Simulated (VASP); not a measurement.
# TePb (P6_3/mmc) in VASP: a series of runs

The runs below take TePb through single point, with PBE.

Program: VASP 6.6.1. These are calculated values, not measurements. Logs are shortened: lines on timing, memory, paths and dates and some standing lists are left out, and cuts for length are marked.

## Step 1: The cell of the first run

The structure is hexagonal, space group P6_3/mmc (No. 194). Conventional cell: a = 5.195 Å, b = 5.195 Å, c = 6.235 Å, α = 90.00°, β = 90.00°, γ = 120.00°. Pb (site symmetry -6m2) has 5 Te at 3.00 to 3.12 Å within 3.9 Å. Within 3.9 Å of Te (site symmetry -6m2) lie 5 Pb at 3.00 to 3.12 Å.

## Step 2: Single point, PBE

INCAR reads:

```
PREC = Accurate ; ENCUT = 520
EDIFF = 1E-6 ; ISMEAR = -1
SIGMA = 0.1 ; LREAL = False
LASPH = True ; NELM = 100
ALGO = Normal ; ISIF = 2
LWAVE = False ; LCHARG = False
GGA = PE ; NBANDS = 28
```

KPOINTS reads:

```
Automatic mesh
0
Gamma
  9 9 5
```

POSCAR reads:

```
TePb
1.0
    5.1950581048      0.0000000000      0.0000000000
   -2.5975290524      4.4990522929      0.0000000000
    0.0000000000      0.0000000000      6.2354174842
Pb Te
2 2
Direct
    0.3333333333      0.6666666667     -0.0619996706
    0.6666666667      0.3333333333      0.4380003294
    0.3333333333      0.6666666667      0.4379996706
    0.6666666667      0.3333333333      0.9379996706
```

Potentials or basis: VASP PAW PBE potentials, release 64 (Pb_d, Te).

Run with:

```sh
cat potpaw_PBE.64/Pb_d/POTCAR potpaw_PBE.64/Te/POTCAR > POTCAR
mpirun -np 1 vasp_std > vasp.out
```

OUTCAR:

```text
PREC = Accurate
   ENCUT = 520
   EDIFF = 1E-6
   ISMEAR = -1
   LREAL = False
   LASPH = True
   NELM = 100
   ISIF = 2
   GGA = PE

 ion  position               nearest neighbor table
   1  0.333  0.667  0.938-   4 3.00   4 3.00   4 3.00   3 3.12   3 3.12
   2  0.667  0.333  0.438-   3 3.00   3 3.00   3 3.00   4 3.12   4 3.12
   3  0.333  0.667  0.438-   2 3.00   2 3.00   2 3.00   1 3.12   1 3.12
   4  0.667  0.333  0.938-   1 3.00   1 3.00   1 3.00   2 3.12   2 3.12

  LATTYP: Found a hexagonal cell.
 ALAT       =     5.1950581048
 C/A-ratio  =     1.2002594309

  Lattice vectors:

 A1 = (   5.1950581048,   0.0000000000,   0.0000000000)
 A2 = (  -2.5975290524,   4.4990522929,   0.0000000000)
 A3 = (   0.0000000000,   0.0000000000,   6.2354174842)

Analysis of symmetry for initial positions (statically):
=====================================================================
 Subroutine PRICEL returns:
 Original cell was already a primitive cell.

 Routine SETGRP: Setting up the symmetry group for a
 hexagonal supercell.

 Subroutine GETGRP returns: Found 24 space group operations
 (whereof  6 operations were pure point group operations)
 out of a pool of 24 trial point group operations.

The static configuration has the point symmetry C_3v.
 The point group associated with its full space group is D_6h.

Analysis of symmetry for dynamics (positions and initial velocities):
=====================================================================
 Subroutine PRICEL returns:
 Original cell was already a primitive cell.

 Routine SETGRP: Setting up the symmetry group for a
 hexagonal supercell.

 Subroutine GETGRP returns: Found 24 space group operations
 (whereof  6 operations were pure point group operations)
 out of a pool of 24 trial point group operations.

The dynamic configuration has the point symmetry C_3v.
 The point group associated with its full space group is D_6h.

 Subroutine INISYM returns: Found 24 space group operations
 (whereof  6 operations are pure point group operations),
 and found     1 'primitive' translations

----------------------------------------------------------------------------------------

                                     Primitive cell

  volume of cell :     145.7394

  direct lattice vectors                    reciprocal lattice vectors
     5.195058105  0.000000000  0.000000000     0.192490629  0.111134516  0.000000000
    -2.597529052  4.499052293  0.000000000     0.000000000  0.222269032  0.000000000
     0.000000000  0.000000000  6.235417484     0.000000000  0.000000000  0.160374185

  length of vectors
     5.195058105  5.195058105  6.235417484     0.222269032  0.222269032  0.160374185

  position of ions in fractional coordinates (direct lattice)
     0.333333333  0.666666667  0.938000329
     0.666666667  0.333333333  0.438000329
     0.333333333  0.666666667  0.437999671
     0.666666667  0.333333333  0.937999671

  ion indices of the primitive-cell ions
   primitive index   ion index
                 1           1
                 2           2
                 3           3
                 4           4

----------------------------------------------------------------------------------------

 KPOINTS: Automatic mesh

Automatic generation of k-mesh.
 Grid dimensions read from file:
 generate k-points for:    9    9    5

 Generating k-lattice:

  Cartesian coordinates                     Fractional coordinates (reciprocal lattice)
     0.021387848  0.012348280  0.000000000     0.111111111  0.000000000  0.000000000
     0.000000000  0.024696559  0.000000000     0.000000000  0.111111111  0.000000000
     0.000000000  0.000000000  0.032074837     0.000000000  0.000000000  0.200000000

  Length of vectors
     0.024696559  0.024696559  0.032074837

  Shift w.r.t. Gamma in fractional coordinates (k-lattice)
     0.000000000  0.000000000  0.000000000

 Subroutine IBZKPT returns following result:
 ===========================================

 Found     36 irreducible k-points:

 Following reciprocal coordinates:
            Coordinates               Weight
  0.000000  0.000000  0.000000      1.000000
  0.111111 -0.000000  0.000000      6.000000
  0.222222  0.000000  0.000000      6.000000
  0.333333 -0.000000  0.000000      6.000000
  0.444444  0.000000  0.000000      6.000000
  0.111111  0.111111  0.000000      6.000000
[... 16 lines left out ...]
  0.333333  0.222222  0.200000     24.000000
  0.333333  0.333333  0.200000      4.000000
 [... further k-points ...]
   k-points           NKPTS =     36   k-points in BZ     NKDIM =     36   number of bands    NBANDS=     28
   number of dos      NEDOS =    301   number of ions     NIONS =      4
   total plane-waves  NPLWV =  76800
   dimension x,y,z NGX =    40 NGY =   40 NGZ =   48
   dimension x,y,z NGXF=    80 NGYF=   80 NGZF=   96
   ions per type =               2   2
   NGX,Y,Z   is equivalent  to a cutoff of  12.80, 12.80, 12.80 a.u.
   NGXF,Y,Z  is equivalent  to a cutoff of  25.60, 25.60, 25.60 a.u.
 SYSTEM =  unknown system
   PREC   = accura    normal or accurate (medium, high low for compatibility)
   ISTART =      0    job   : 0-new  1-cont  2-samecut
   ICHARG =      2    charge: 1-file 2-atom 10-const
   ISPIN  =      1    spin polarized calculation?
   LNONCOLLINEAR =      F non collinear calculations
   LSORBIT =      F    spin-orbit coupling
   LASPH  =      T    aspherical Exc in radial PAW
   ENCUT  =  520.0 eV  38.22 Ry    6.18 a.u.   9.66  9.66 11.59*2*pi/ulx,y,z
   NELM   =    100;   NELMIN=  2; NELMDL= -5     # of ELM steps
   EDIFF  = 0.1E-05   stopping-criterion for ELM
   LREAL  =      F    real-space projection
   EDIFFG = 0.1E-04   stopping-criterion for IOM
   NSW    =      0    number of steps for IOM
   IBRION =     -1    ionic relax: 0-MD 1-quasi-New 2-CG
   NFREE  =      0    steps in history (QN), initial steepest desc. (CG)
   ISIF   =      2    stress and relaxation
   ISYM   =      2    0-nonsym 1-usesym 2-fastsym
   POTIM  = 0.5000    time-step for ionic-motion
   TEBEG  =    0.0;   TEEND  =   0.0 temperature during run
   PSTRESS=    0.0 pullay stress
   NELECT =      40.0000    total number of electrons
   NUPDOWN=      -1.0000    fix difference up-down
   EMIN   =  10.00;   EMAX   =-10.00  energy-range for DOS
   EFERMI =   0.00;   METHOD = LEGACY
   ISMEAR =    -1;   SIGMA  =   0.10  broadening in eV -4-tet -1-fermi 0-gaus
   EFERMI_NEDOS =   21; number of points for ismear=-14 and -15
   IALGO  =     38    algorithm
   IMIX   =      4    mixing-type and parameters
     AMIX     =   0.40;   BMIX     =  1.00
     AMIX_MAG =   1.60;   BMIX_MAG =  1.00
  volume/ion in A,a.u.               =      36.43       245.87
  Fermi-wavevector in a.u.,A,eV,Ry     =   1.063904  2.010487 15.400326  1.131892
  Thomas-Fermi vector in A             =   2.199405
   LORBIT       =      0    0 simple, 1 ext, 2 COOP (PROOUT), +10 PAW based schemes
   GGA     = PE    functional components
   LHFCALC =     F    Hartree Fock is set to
   AEXX    =    0.0000 exact exchange contribution
   IVDW    =     0    specifies the selected vdW correction
   LEPSILON=     F    determine dielectric tensor
   LRPA    =     F    only Hartree local field effects (RPA)
 non-spin polarized calculation
  energy-cutoff  :      520.00
  volume of cell :      145.74
 maximum number of plane-waves:      3948
 NGX is ok and might be reduce to    40
   NGX = 19   NGY = 19   NGZ = 23

 number of electron      39.9999994 magnetization

 Free energy of the ion-electron system (eV)
  ---------------------------------------------------
  ext. energy  EPLUGINS =         0.00000000
  ---------------------------------------------------
  free energy    TOTEN  =       -14.04110090 eV

  energy without entropy =      -14.03849044  energy(sigma->0) =      -14.03979567

 E-fermi :   5.7084     XC(G=0):  -8.6576

 val. band max:        5.2369278299   @ k =   0.3333   0.3333   0.4000
 cond. band min:       6.1746427244   @ k =   0.1111   0.1111   0.0000
 fundamental gap:      0.9377148946
 Fermi energy:         5.7084261893

 k-point     1 :       0.0000    0.0000    0.0000
  band No.  band energies     occupation
      1     -11.7817      2.00000
      2     -11.7005      2.00000
      3     -11.7005      2.00000
      4     -11.6993      2.00000
      5     -11.6993      2.00000
      6     -11.6790      2.00000
[... 20 lines left out ...]
     27      10.5278      0.00000
     28      10.5278      0.00000

 k-point     2 :       0.1111   -0.0000    0.0000
  band No.  band energies     occupation
      1     -11.7810      2.00000
      2     -11.7036      2.00000
      3     -11.7002      2.00000
      4     -11.6981      2.00000
      5     -11.6967      2.00000
      6     -11.6778      2.00000
[... 20 lines left out ...]
     27      10.3662      0.00000
     28      10.6393      0.00000

 k-point     3 :       0.2222    0.0000    0.0000
  band No.  band energies     occupation
      1     -11.7787      2.00000
      2     -11.7128      2.00000
      3     -11.6980      2.00000
      4     -11.6930      2.00000
      5     -11.6917      2.00000
      6     -11.6760      2.00000
[... 20 lines left out ...]
     27      10.4795      0.00000
     28      10.8426      0.00000

 k-point     4 :       0.3333   -0.0000    0.0000
  band No.  band energies     occupation
      1     -11.7752      2.00000
      2     -11.7235      2.00000
      3     -11.6950      2.00000
      4     -11.6864      2.00000
      5     -11.6864      2.00000
      6     -11.6752      2.00000
[... 578 lines left out ...]
     27      10.3039      0.00000
     28      11.1493      0.00000

 k-point    23 :       0.3333    0.2222    0.2000
  band No.  band energies     occupation
      1     -11.7542      2.00000
      2     -11.7342      2.00000
      3     -11.6930      2.00000
      4     -11.6845      2.00000
      5     -11.6837      2.00000
      6     -11.6829      2.00000
[... 20 lines left out ...]
     27      10.2698      0.00000
     28      11.5630      0.00000

 k-point    24 :       0.3333    0.3333    0.2000
  band No.  band energies     occupation
      1     -11.7446      2.00000
      2     -11.7446      2.00000
      3     -11.6928      2.00000
      4     -11.6833      2.00000
      5     -11.6826      2.00000
      6     -11.6826      2.00000
[... 20 lines left out ...]
     27      10.7062      0.00000
     28      11.6518      0.00000

 [... further k-points ...]

------------------------ aborting loop because EDIFF is reached ----------------------------------------

  FORCE on cell =-STRESS in cart. coord.  units (eV):
  Direction    XX          YY          ZZ          XY          YZ          ZX
  --------------------------------------------------------------------------------------
  -------------------------------------------------------------------------------------
  Total        7.4296896      7.4296896      7.4309283      0.0000000      0.0000000      0.0000000
  in kB       81.6778441     81.6778441     81.6914620      0.0000000      0.0000000      0.0000000
  external PRESSURE =      81.6823834 kB  Pullay stress =       0.0000000 kB

 VOLUME and BASIS-vectors are now :
 -----------------------------------------------------------------------------
  energy-cutoff  :      520.00
  volume of cell :      145.74
      direct lattice vectors                 reciprocal lattice vectors
     5.195058105  0.000000000  0.000000000     0.192490629  0.111134516  0.000000000
    -2.597529052  4.499052293  0.000000000     0.000000000  0.222269032  0.000000000
     0.000000000  0.000000000  6.235417484     0.000000000  0.000000000  0.160374185

 POSITION                                       TOTAL-FORCE (eV/Angst)
 -----------------------------------------------------------------------------------
     -0.00000      2.99937      5.84882         0.000000      0.000000      0.000000
      2.59753      1.49968      2.73111        -0.000000     -0.000000     -0.000000
     -0.00000      2.99937      2.73111         0.000000     -0.000000      0.000000
      2.59753      1.49968      5.84882        -0.000000      0.000000     -0.000000
 -----------------------------------------------------------------------------------
    total drift:                               -0.000000      0.000000      0.001980

  FREE ENERGIE OF THE ION-ELECTRON SYSTEM (eV)
  ---------------------------------------------------
  free  energy   TOTEN  =       -14.0411009041 eV

  energy  without entropy=      -14.0384904383  energy(sigma->0) =      -14.03979567
```

It took 4.9 min on 1 thread of Intel Xeon 8259CL, shared host; peak memory 0.32 GiB.

What came out:

* Free energy: -14.0411 eV
* Pressure: 8.2 GPa
* Band gap on the k mesh: 0.94 eV (least direct gap 1.45 eV)

Levels at points of the mesh, in eV from the valence-band top:
```csv
k point,band 17,band 18,band 19,band 20,band 21,band 22,band 23,band 24
"(0.00, 0.00, 0.00)",-3.35,-1.78,-1.75,-1.75,1.02,1.02,2.98,2.98
```

Caveat: the cell stands under pressure; spin-orbit coupling is left out, which moves the levels of the heavy elements. A k mesh can miss the band edges.

## Step 3: Single point, PBE

INCAR reads:

```
SYSTEM = TePb
PREC = Accurate
ENCUT = 520
EDIFF = 1E-6
ISMEAR = -1
SIGMA = 0.1
LREAL = .False.
LASPH = .True.
NELM = 100
ALGO = Normal
ISIF = 2
LWAVE = .False.
LCHARG = .True.
GGA = PE
LELF = .True.
LVHAR = .True.
NBANDS = 28
```

KPOINTS reads:

```
Automatic mesh
0
Gamma
  9 9 5
  0 0 0
```

POSCAR is that of step 2.

Potentials or basis: VASP PAW PBE potentials, release 64 (Pb_d, Te).

Run with:

```sh
cat potpaw_PBE.64/Pb_d/POTCAR potpaw_PBE.64/Te/POTCAR > POTCAR
mpirun -np 1 vasp_std > vasp.out
```

Wall time 4 min (1 thread of Intel Xeon 8259CL, shared host); peak memory 0.33 GiB.

It converged, with:

```yaml
Free_energy: -14.0411 eV
Pressure: 8.2 GPa
Band_gap_on_the_k_mesh: 0.94 eV (least direct gap 1.45 eV)
```

Levels at points of the mesh, in eV from the valence-band top:
```tsv
k point	band 18	band 19	band 20	band 21	band 22	band 23
(0.00, 0.00, 0.00)	-1.78	-1.75	-1.75	1.02	1.02	2.98
```

Caveat: the cell stands under pressure; spin-orbit coupling is left out, which moves the levels of the heavy elements.
